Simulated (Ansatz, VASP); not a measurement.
## InAs: VASP beside Ansatz

```xyz
2
Lattice="0.0000 3.0180 3.0180 3.0180 0.0000 3.0180 3.0180 3.0180 0.0000" Properties=species:S:1:pos:R:3 pbc="T T T"
In    0.0000    0.0000    0.0000
As    4.5270    4.5270    4.5270
```

Alike in both runs: task single point; functional LDA; k mesh 8 × 8 × 8; occupations gaussian, width 0.02 eV; no spin polarisation.

```csv
,VASP,Ansatz
version,VASP 6.6.1,Ansatz 0.2.0
potentials or method,"VASP PAW LDA potentials, release 64 (In_d, As), cutoff 520 eV","all-electron LAPW, scalar-relativistic"
```

Ansatz gave:

```
gap on the k mesh at the Fermi level (eV) : none
pressure (GPa)                            : -0.3
```

**Question.** What did VASP give for the same quantities?

**Answer.** gap on the k mesh at the Fermi level (eV): none; pressure (GPa): -0.1.

LDA's correlation is that of Perdew and Zunger in VASP and of Perdew and Wang (1992) in Ansatz. A gap of «none» marks a metal or a gap that the smearing closes. Ansatz ran all-electron here, and VASP with PAW potentials.
